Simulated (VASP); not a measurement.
## PbI2: relaxation of shape and atoms at fixed volume with PBE

PbI2:

```xyz
3
Lattice="4.5871 0.0000 0.0000 -2.2935 3.9725 0.0000 0.0000 0.0000 7.2801" Properties=species:S:1:pos:R:3 pbc="T T T"
Pb    0.0000    0.0000    0.0000
I     0.0000    2.6484    1.8487
I     2.2935    1.3242    5.4314
```

* Program: VASP 6.6.1
* Task: relaxation of shape and atoms at fixed volume
* Functional: PBE
* Potentials or basis: VASP PAW PBE potentials, release 64 (Pb_d, I)
* Cutoff: 500 eV
* k mesh: 6 × 6 × 4
* Occupations: gaussian, width 0.02 eV
* Spin: no spin polarisation
* Dipole correction: no
* Further INCAR settings: ALGO = Normal; EDIFF = 1e-07; IBRION = 2; EDIFFG = -0.01; NSW = 50; ISIF = 4

| Property | Result |
| --- | --- |
| Energy gained by relaxing | 2.9 meV/atom |
| Ionic steps | 7 |
| Pressure after relaxing | 0.6 GPa |
| Band gap on the k mesh | 2.30 eV |

Step by step:
| step | energy change (eV) | largest force (eV/Å) | pressure (GPa) | volume (Å³) |
| --- | --- | --- | --- | --- |
| 1 | 0.0000 | 0.1677 | 1.17 | 132.66 |
| 2 | -0.0025 | 0.1377 | 1.07 | 132.66 |
| 3 | -0.0069 | 0.0559 | 0.81 | 132.66 |
| 4 | -0.0051 | 0.1039 | 0.30 | 132.66 |
| 5 | -0.0079 | 0.0054 | 0.61 | 132.66 |
| 6 | -0.0082 | 0.0036 | 0.60 | 132.66 |
| 7 | -0.0086 | 0.0000 | 0.58 | 132.66 |

Final structure:
```cif
data_structure
_symmetry_space_group_name_H-M 'P 1'
_symmetry_Int_Tables_number 1
_cell_length_a 4.6187
_cell_length_b 4.6187
_cell_length_c 7.1806
_cell_angle_alpha 90.000
_cell_angle_beta 90.000
_cell_angle_gamma 120.000
_cell_volume 132.66
loop_
_atom_site_label
_atom_site_type_symbol
_atom_site_fract_x
_atom_site_fract_y
_atom_site_fract_z
_atom_site_occupancy
Pb1 Pb 0.00000 0.00000 0.00000 1
I1 I 0.33333 0.66667 0.26081 1
I2 I 0.66667 0.33333 0.73919 1
```

Levels at points of the mesh, in eV from the valence-band top:
```csv
k point,band 10,band 11,band 12,band 13,band 14,band 15,band 16,band 17,band 18
"(0.00, 0.00, 0.00)",-0.87,-0.87,-0.76,-0.76,-0.62,2.53,3.39,3.39,6.32
"(0.50, 0.00, 0.00)",-2.11,-1.84,-1.31,-0.65,-0.33,2.95,3.76,4.64,5.31
"(0.00, 0.00, 0.50)",-0.97,-0.97,-0.62,-0.62,0.00,2.30,3.25,3.25,6.58
"(0.50, 0.00, 0.50)",-1.68,-1.56,-1.12,-0.94,-0.59,3.29,3.81,4.12,5.91
```

Wall time 100 s on 1 thread of Intel(R) Xeon(R) 6975P-C (Granite Rapids) (shared host), peak memory 0.28 GiB.

Caveat: spin-orbit coupling is left out, which moves the levels of the heavy elements; this functional lacks dispersion, which binds layers or chains, so the pressure and a relaxed spacing across them are unreliable. A k mesh can miss the band edges.
